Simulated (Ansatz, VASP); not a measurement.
CaSe in VASP and in Ansatz

POSCAR

```
CaSe
1.0
    0.0625160730      3.0300511847      3.0300511847
    3.0300511847      0.0625160730      3.0300511847
    3.0300511847      3.0300511847      0.0625160730
Ca Se
1 1
Direct
    0.0000000000      0.0000000000      0.0000000000
    0.5000000000      0.5000000000      0.5000000000
```

The input INCAR.step1:

```
SYSTEM = CaSe
ALGO = Normal
EDIFF = 1E-5
ENCUT = 550
GGA = PE
GGA_COMPAT = .FALSE.
ISMEAR = 0
LASPH = .TRUE.
LCHARG = .FALSE.
LREAL = .FALSE.
LWAVE = .TRUE.
NBANDS = 15
NELM = 120
PREC = Accurate
SIGMA = 0.01
```

The input INCAR.step2:

```
SYSTEM = CaSe
ALGO = Normal
EDIFF = 1E-6
ENCUT = 550
GGA_COMPAT = .FALSE.
ISIF = 2
ISMEAR = 0
ISTART = 1
LASPH = .TRUE.
LCHARG = .FALSE.
LMIXTAU = .TRUE.
LREAL = .FALSE.
LWAVE = .FALSE.
METAGGA = R2SCAN
NBANDS = 15
NELM = 120
PREC = Accurate
SIGMA = 0.01
```

Contents of KPOINTS:

```
k-points
0
G
  8 8 8
  0 0 0
```

Input for Ansatz:

```yaml
crystal:
  lattice:
    - [0.062516073, 3.0300511847, 3.0300511847]
    - [3.0300511847, 0.062516073, 3.0300511847]
    - [3.0300511847, 3.0300511847, 0.062516073]
  atoms:
    - { symbol: Ca, position: [0.0, 0.0, 0.0] }
    - { symbol: Se, position: [0.5, 0.5, 0.5] }
kpoints:
  mp_grid: { grid: [8, 8, 8] }
  band_path:
    path:
      - [0.0, 0.0, 0.0]
      - [0.5, 0.0, 0.5]
      - [0.625, 0.25, 0.625]
      - [0.375, 0.375, 0.75]
      - [0.5, 0.5, 0.5]
      - [0.5, 0.25, 0.75]
      - [0.0, 0.5, 0.5]
    npoints: 1
hamiltonian:
  xc: r2scan
scf:
  occupations: { method: fixed }
  n_extra_bands: 4
output:
  forces: true
  stress: true
  eigenvalues: true
```

Change from the starting cell: shear_111 strain +3.2%.

Alike in both runs: task single point; functional r2SCAN; k mesh 8 × 8 × 8; no spin polarisation.

|  | VASP | Ansatz |
| --- | --- | --- |
| version | VASP 6.6.1 | Ansatz 0.2.0 |
| potentials or method | VASP PAW PBE potentials, release 64 (Ca_sv, Se) | plane waves, PAW |
| plane-wave cutoff (eV) | 550 | 500 |
| occupations | gaussian, width 0.01 eV | fixed |
| valence electrons in the cell | 16 | 26 |

```csv
,VASP,Ansatz,Ansatz less VASP
gap on the k mesh at the Fermi level (eV),2.52,2.52,0.000
pressure (GPa),-1.3,-1.5,-0.23
"traceless stress, the component that is largest in VASP (GPa)",-0.63,-0.64,-0.003
```

VASP's potentials were made for PBE, not for r2SCAN. VASP's potentials hold 16 valence electrons a cell and Ansatz's 26, so a difference there can come from the potentials and not from the codes.
